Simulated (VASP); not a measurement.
# AlN (F-43m) in VASP: a series of runs

The runs below take AlN through single point, with PBE-based screened hybrid.

Program: VASP 6.6.1. These are calculated values, not measurements. Logs are shortened: lines on timing, memory, paths and dates and some standing lists are left out, and cuts for length are marked.

## 1. The cell of the first run

It takes space group F-43m (No. 216, cubic). The conventional cell has a = 4.368 Å, b = 4.368 Å, c = 4.368 Å, α = 90.00°, β = 90.00°, γ = 90.00°. Al (site symmetry -43m) has 4 N at 1.89 Å within 2.5 Å. N (site symmetry -43m) has 4 Al at 1.89 Å within 2.5 Å.

## 2. Single point, PBE-based screened hybrid

Contents of POSCAR:

```
AlN
1.0
    0.0000000000      2.1839935596      2.1839935596
    2.1839935596      0.0000000000      2.1839935596
    2.1839935596      2.1839935596      0.0000000000
Al N
1 1
Direct
    0.0000000000      0.0000000000      0.0000000000
    0.2500000000      0.2500000000      0.2500000000
```

Contents of INCAR.step1:

```
ALGO = Normal ; EDIFF = 1E-5
ENCUT = 520 ; GGA = PE
ISIF = 2 ; ISMEAR = -1
LASPH = True ; LCHARG = False
LREAL = False ; LWAVE = True
NBANDS = 11 ; NELM = 80
PREC = Accurate ; SIGMA = 0.05
```

Contents of INCAR.step2:

```
AEXX = 0.15 ; ALGO = Normal
EDIFF = 1E-7 ; ENCUT = 520
GGA = PE ; HFSCREEN = 0.2078699
ISIF = 2 ; ISMEAR = -1
ISTART = 1 ; LASPH = True
LCHARG = False ; LHFCALC = True
LREAL = False ; LWAVE = False
NBANDS = 11 ; NELM = 80
PREC = Accurate ; PRECFOCK = Normal
SIGMA = 0.05
```

Contents of KPOINTS:

```
k-points
0
Gamma
  6 6 6
```

Potentials or basis: VASP PAW PBE potentials, release 64 (Al, N).

Launch:

```sh
$ cat potpaw_PBE.64/Al/POTCAR potpaw_PBE.64/N/POTCAR > POTCAR
$ cp INCAR.step1 INCAR
$ mpirun -np 1 vasp_std > vasp.out
$ cp INCAR.step2 INCAR
$ mpirun -np 1 vasp_std > vasp.out
```

OUTCAR:

```text
AEXX = 0.15
   EDIFF = 1E-7
   ENCUT = 520
   GGA = PE
   HFSCREEN = 0.2078699
   ISIF = 2
   ISMEAR = -1
   ISTART = 1
   LASPH = True
   LHFCALC = True
   LREAL = False
   NELM = 80
   PREC = Accurate
   PRECFOCK = Normal

 ion  position               nearest neighbor table
   1  0.000  0.000  0.000-   2 1.89   2 1.89   2 1.89   2 1.89
   2  0.250  0.250  0.250-   1 1.89   1 1.89   1 1.89   1 1.89

  LATTYP: Found a face centered cubic cell.
 ALAT       =     4.3679871192

  Lattice vectors:

 A1 = (   0.0000000000,   2.1839935596,   2.1839935596)
 A2 = (   2.1839935596,   0.0000000000,   2.1839935596)
 A3 = (   2.1839935596,   2.1839935596,   0.0000000000)

Analysis of symmetry for initial positions (statically):
=====================================================================
 Subroutine PRICEL returns:
 Original cell was already a primitive cell.

 Routine SETGRP: Setting up the symmetry group for a
 face centered cubic supercell.

 Subroutine GETGRP returns: Found 24 space group operations
 (whereof 24 operations were pure point group operations)
 out of a pool of 48 trial point group operations.

The static configuration has the point symmetry T_d .

Analysis of symmetry for dynamics (positions and initial velocities):
=====================================================================
 Subroutine PRICEL returns:
 Original cell was already a primitive cell.

 Routine SETGRP: Setting up the symmetry group for a
 face centered cubic supercell.

 Subroutine GETGRP returns: Found 24 space group operations
 (whereof 24 operations were pure point group operations)
 out of a pool of 48 trial point group operations.

The dynamic configuration has the point symmetry T_d .

 Subroutine INISYM returns: Found 24 space group operations
 (whereof 24 operations are pure point group operations),
 and found     1 'primitive' translations

----------------------------------------------------------------------------------------

                                     Primitive cell

  volume of cell :      20.8345

  direct lattice vectors                    reciprocal lattice vectors
     0.000000000  2.183993560  2.183993560    -0.228938404  0.228938404  0.228938404
     2.183993560  0.000000000  2.183993560     0.228938404 -0.228938404  0.228938404
     2.183993560  2.183993560  0.000000000     0.228938404  0.228938404 -0.228938404

  length of vectors
     3.088633312  3.088633312  3.088633312     0.396532948  0.396532948  0.396532948

  position of ions in fractional coordinates (direct lattice)
     0.000000000  0.000000000  0.000000000
     0.250000000  0.250000000  0.250000000

  ion indices of the primitive-cell ions
   primitive index   ion index
                 1           1
                 2           2

----------------------------------------------------------------------------------------

 KPOINTS: k-points

Automatic generation of k-mesh.
 Grid dimensions read from file:
 generate k-points for:    6    6    6

 Generating k-lattice:

  Cartesian coordinates                     Fractional coordinates (reciprocal lattice)
    -0.038156401  0.038156401  0.038156401     0.166666667  0.000000000  0.000000000
     0.038156401 -0.038156401  0.038156401     0.000000000  0.166666667  0.000000000
     0.038156401  0.038156401 -0.038156401     0.000000000  0.000000000  0.166666667

  Length of vectors
     0.066088825  0.066088825  0.066088825

  Shift w.r.t. Gamma in fractional coordinates (k-lattice)
     0.000000000  0.000000000  0.000000000

 Subroutine IBZKPT returns following result:
 ===========================================

 Found     16 irreducible k-points:

 Following reciprocal coordinates:
            Coordinates               Weight
  0.000000  0.000000  0.000000      1.000000
  0.166667  0.000000  0.000000      8.000000
  0.333333  0.000000  0.000000      8.000000
  0.500000  0.000000  0.000000      4.000000
  0.166667  0.166667  0.000000      6.000000
  0.333333  0.166667  0.000000     24.000000
[... 8 lines left out ...]
 -0.333333  0.333333  0.166667     24.000000
 -0.333333  0.500000  0.166667     12.000000
   k-points           NKPTS =     16   k-points in BZ     NKDIM =    216   number of bands    NBANDS=     11
   number of dos      NEDOS =    301   number of ions     NIONS =      2
   total plane-waves  NPLWV =  13824
   dimension x,y,z NGX =    24 NGY =   24 NGZ =   24
   dimension x,y,z NGXF=    48 NGYF=   48 NGZF=   48
   ions per type =               1   1
   NGX,Y,Z   is equivalent  to a cutoff of  12.92, 12.92, 12.92 a.u.
   NGXF,Y,Z  is equivalent  to a cutoff of  25.84, 25.84, 25.84 a.u.
 SYSTEM =  unknown system
   PREC   = accura    normal or accurate (medium, high low for compatibility)
   ISTART =      1    job   : 0-new  1-cont  2-samecut
   ICHARG =      0    charge: 1-file 2-atom 10-const
   ISPIN  =      1    spin polarized calculation?
   LNONCOLLINEAR =      F non collinear calculations
   LSORBIT =      F    spin-orbit coupling
   LASPH  =      T    aspherical Exc in radial PAW
   ENCUT  =  520.0 eV  38.22 Ry    6.18 a.u.   5.74  5.74  5.74*2*pi/ulx,y,z
   NELM   =     80;   NELMIN=  2; NELMDL=  0     # of ELM steps
   EDIFF  = 0.1E-06   stopping-criterion for ELM
   LREAL  =      F    real-space projection
   EDIFFG = 0.1E-05   stopping-criterion for IOM
   NSW    =      0    number of steps for IOM
   IBRION =     -1    ionic relax: 0-MD 1-quasi-New 2-CG
   NFREE  =      0    steps in history (QN), initial steepest desc. (CG)
   ISIF   =      2    stress and relaxation
   ISYM   =      3    0-nonsym 1-usesym 2-fastsym
   POTIM  = 0.5000    time-step for ionic-motion
   TEBEG  =    0.0;   TEEND  =   0.0 temperature during run
   PSTRESS=    0.0 pullay stress
   NELECT =       8.0000    total number of electrons
   NUPDOWN=      -1.0000    fix difference up-down
   EMIN   =  10.00;   EMAX   =-10.00  energy-range for DOS
   EFERMI =   0.00;   METHOD = LEGACY
   ISMEAR =    -1;   SIGMA  =   0.05  broadening in eV -4-tet -1-fermi 0-gaus
   EFERMI_NEDOS =   21; number of points for ismear=-14 and -15
   IALGO  =     38    algorithm
   IMIX   =      1    mixing-type and parameters
     AMIX     =   0.40;   BMIX     =  1.00
     AMIX_MAG =   1.60;   BMIX_MAG =  1.00
  volume/ion in A,a.u.               =      10.42        70.30
  Fermi-wavevector in a.u.,A,eV,Ry     =   1.189899  2.248583 19.263943  1.415860
  Thomas-Fermi vector in A             =   2.325996
   LORBIT       =      0    0 simple, 1 ext, 2 COOP (PROOUT), +10 PAW based schemes
   GGA     = PE    functional components
   LHFCALC =     T    Hartree Fock is set to
   PRECFOCK=normal    Normal, Fast or Accurate (Low or Medium for compatibility)
   ENCUT4O =  -1.0   cutoff for four orbital integrals eV
   NKREDX  =     1    reduce k-point grid by
   NKREDY  =     1    reduce k-point grid by
   NKREDZ  =     1    reduce k-point grid by
   AEXX    =    0.1500 exact exchange contribution
   HFSCREEN=    0.2079 screening length (either q_TF or 0.3 A-1)
   HFSCREENC=   0.2079 screening length for correlation (either q_TF or 0.3 A-1)
   ENCUTFOCK=  -1.0 apply spherical cutoff to Coloumb kernel
   IVDW    =     0    specifies the selected vdW correction
   LEPSILON=     F    determine dielectric tensor
   LRPA    =     F    only Hartree local field effects (RPA)
 non-spin polarized calculation
  energy-cutoff  :      520.00
  volume of cell :       20.83
 maximum number of plane-waves:       568
  NGX = 18; NGY = 18; NGZ = 18

 number of electron       8.0000000 magnetization

 Free energy of the ion-electron system (eV)
  ---------------------------------------------------
  ext. energy  EPLUGINS =         0.00000000
  ---------------------------------------------------
  free energy    TOTEN  =       -16.35822495 eV

  energy without entropy =      -16.35822495  energy(sigma->0) =      -16.35822495

 E-fermi :   6.4755     XC(G=0):  -9.7802

 val. band max:        5.4223060767   @ k =   0.0000   0.0000   0.0000
 cond. band min:       9.4720802167   @ k =   0.5000   0.5000   0.0000
 fundamental gap:      4.0497741400
 Fermi energy:         6.4754713861

 k-point     1 :       0.0000    0.0000    0.0000
  band No.  band energies     occupation
      1     -10.4590      2.00000
      2       5.4223      2.00000
      3       5.4223      2.00000
      4       5.4223      2.00000
      5      10.4231      0.00000
      6      18.9858      0.00000
      7      18.9858      0.00000
      8      18.9858      0.00000
      9      24.2501      0.00000
     10      24.2501      0.00000
     11      25.6489      0.00000

 k-point     2 :       0.1667    0.0000    0.0000
  band No.  band energies     occupation
      1     -10.0443      2.00000
      2       3.4991      2.00000
      3       5.2813      2.00000
      4       5.2813      2.00000
      5      11.8857      0.00000
      6      18.0809      0.00000
      7      19.1693      0.00000
      8      19.1693      0.00000
      9      22.3774      0.00000
     10      22.3774      0.00000
     11      24.1458      0.00000

 k-point     3 :       0.3333    0.0000    0.0000
  band No.  band energies     occupation
      1      -9.0179      2.00000
      2       0.6447      2.00000
      3       5.0258      2.00000
      4       5.0258      2.00000
      5      13.3308      0.00000
      6      16.8662      0.00000
      7      18.1353      0.00000
      8      18.1353      0.00000
      9      23.8511      0.00000
     10      24.0975      0.00000
     11      24.0975      0.00000

 k-point     4 :       0.5000    0.0000    0.0000
  band No.  band energies     occupation
      1      -8.3292      2.00000
      2      -0.7333      2.00000
      3       4.9095      2.00000
      4       4.9095      2.00000
      5      13.6933      0.00000
      6      16.3513      0.00000
      7      17.5277      0.00000
      8      17.5277      0.00000
      9      24.5642      0.00000
     10      26.8037      0.00000
     11      26.8037      0.00000

 k-point     5 :       0.1667    0.1667    0.0000
  band No.  band energies     occupation
      1      -9.9076      2.00000
      2       3.6407      2.00000
      3       4.8730      2.00000
      4       4.8730      2.00000
      5      12.1688      0.00000
      6      17.5638      0.00000
      7      19.0185      0.00000
      8      19.7736      0.00000
      9      19.7736      0.00000
     10      25.1091      0.00000
     11      27.3746      0.00000
[... 99 lines left out ...]
 k-point    13 :       0.5000    0.5000    0.0000
  band No.  band energies     occupation
      1      -7.6671      2.00000
      2       0.2594      2.00000
      3       3.5403      2.00000
      4       3.5403      2.00000
      5       9.4721      0.00000
      6      14.9124      0.00000
      7      20.6653      0.00000
      8      22.4077      0.00000
      9      22.4077      0.00000
     10      30.2967      0.00000
     11      30.7516      0.00000

 k-point    14 :       0.5000    0.3333    0.1667
  band No.  band energies     occupation
      1      -8.2887      2.00000
      2       0.8935      2.00000
      3       2.9805      2.00000
      4       4.1411      2.00000
      5      12.7104      0.00000
      6      16.8427      0.00000
      7      17.3608      0.00000
      8      20.0411      0.00000
      9      22.3350      0.00000
     10      26.6174      0.00000
     11      29.7555      0.00000

 k-point    15 :      -0.3333    0.3333    0.1667
  band No.  band energies     occupation
      1      -7.8105      2.00000
      2       0.5652      2.00000
      3       2.3356      2.00000
      4       3.6946      2.00000
      5      12.7713      0.00000
      6      16.4796      0.00000
      7      18.5856      0.00000
      8      19.6388      0.00000
      9      23.4290      0.00000
     10      25.2095      0.00000
     11      30.7232      0.00000

 k-point    16 :      -0.3333    0.5000    0.1667
  band No.  band energies     occupation
      1      -7.6240      2.00000
      2       0.8807      2.00000
      3       2.4929      2.00000
      4       2.8141      2.00000
      5      11.4666      0.00000
      6      16.6976      0.00000
      7      19.4951      0.00000
      8      19.6535      0.00000
      9      23.2436      0.00000
     10      26.8594      0.00000
     11      31.3874      0.00000

------------------------ aborting loop because EDIFF is reached ----------------------------------------

  FORCE on cell =-STRESS in cart. coord.  units (eV):
  Direction    XX          YY          ZZ          XY          YZ          ZX
  --------------------------------------------------------------------------------------
  -------------------------------------------------------------------------------------
  Total        0.1947074      0.1947074      0.1947074      0.0000000      0.0000000      0.0000000
  in kB       14.9730025     14.9730025     14.9730025      0.0000000      0.0000000      0.0000000
  external PRESSURE =      14.9730025 kB  Pullay stress =       0.0000000 kB

 VOLUME and BASIS-vectors are now :
 -----------------------------------------------------------------------------
  energy-cutoff  :      520.00
  volume of cell :       20.83
      direct lattice vectors                 reciprocal lattice vectors
     0.000000000  2.183993560  2.183993560    -0.228938404  0.228938404  0.228938404
     2.183993560  0.000000000  2.183993560     0.228938404 -0.228938404  0.228938404
     2.183993560  2.183993560  0.000000000     0.228938404  0.228938404 -0.228938404

 POSITION                                       TOTAL-FORCE (eV/Angst)
 -----------------------------------------------------------------------------------
      0.00000      0.00000      0.00000        -0.000000     -0.000000     -0.000000
      1.09200      1.09200      1.09200         0.000000      0.000000      0.000000
 -----------------------------------------------------------------------------------
    total drift:                                0.000000      0.000000      0.000000

  FREE ENERGIE OF THE ION-ELECTRON SYSTEM (eV)
  ---------------------------------------------------
  free  energy   TOTEN  =       -16.3582249519 eV

  energy  without entropy=      -16.3582249519  energy(sigma->0) =      -16.35822495
```

Run time: 4.9 min. Hardware: 1 thread of Intel Xeon Platinum 8375C at 2.90GHz (Ice Lake), shared host; peak memory 0.24 GiB.

What came out:

```yaml
Free_energy: -16.3582 eV
Pressure: 1.5 GPa
Band_gap_on_the_k_mesh: 4.05 eV, indirect (least direct gap 5.00 eV)
```

Caveat: the PAW data sets were made with another functional, which shifts forces and pressure a little. A k mesh can miss the band edges.

(Continued in part 2 of 2.)
